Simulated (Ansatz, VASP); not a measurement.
Two plane-wave programs on C

The input INCAR:

```
SYSTEM = C
PREC = Accurate ; ENCUT = 520
EDIFF = 1E-6 ; ISMEAR = 0
SIGMA = 0.02 ; LREAL = .FALSE.
LASPH = .TRUE. ; NELM = 80
ALGO = Normal ; ISIF = 2
LWAVE = .FALSE. ; LCHARG = .FALSE.
GGA = CA ; IBRION = 2
NSW = 60 ; EDIFFG = -0.002
```

File KPOINTS:

```
regular mesh
0
G
  12 12 12
  0 0 0
```

The input POSCAR:

```
C
1.0
    0.0000000000      1.7801381715      1.7801381715
    1.7801381715      0.0000000000      1.7801381715
    1.7801381715      1.7801381715      0.0000000000
C
2
Direct
    0.5000000000      0.5000000000      0.5000000000
    0.7500000000      0.7500000000      0.7500000000
```

Input for Ansatz:

```yaml
crystal:
  lattice:
    - [0.0, 1.7801381715, 1.7801381715]
    - [1.7801381715, 0.0, 1.7801381715]
    - [1.7801381715, 1.7801381715, 0.0]
  atoms:
    - { symbol: C, position: [0.5, 0.5, 0.5] }
    - { symbol: C, position: [0.75, 0.75, 0.75] }
basis:
  ecutwfc: 420
kpoints:
  mp_grid: { grid: [12, 12, 12] }
hamiltonian:
  xc: lda
  pseudopotentials: { kind: paw, azcp: { folder: soft_1 } }
scf:
  occupations: { method: gaussian, width: 0.02 }
output:
  forces: true
  stress: true
  eigenvalues: true
relax:
  adjacent_minimum: "off"
  f_tol: 0.002
  max_steps: 40
```

Change from the starting cell: strained cell.

Alike in both runs: task relaxation of the atoms; functional LDA; k mesh 12 × 12 × 12; occupations gaussian, width 0.02 eV; no spin polarisation.

|  | VASP | Ansatz |
| --- | --- | --- |
| version | VASP 6.6.1 | Ansatz 0.2.0 |
| potentials or method | VASP PAW LDA potentials, release 64 (C), cutoff 520 eV | scalar-relativistic, plane waves, PAW |
| valence electrons in the cell | 8 | 8 |

|  | VASP | Ansatz | Ansatz less VASP |
| --- | --- | --- | --- |
| gap on the k mesh at the Fermi level, each at its own relaxed structure (eV) | 4.14 | 4.14 | +0.006 |

Ansatz warns that its potentials were made for another functional, while VASP's fit it. LDA's correlation is that of Perdew and Zunger in VASP and of Perdew and Wang (1992) in Ansatz. Ansatz's warnings: stress scf threshold loose.

Noted on VASP's run: the relaxation stopped at its first step, so nothing moved.
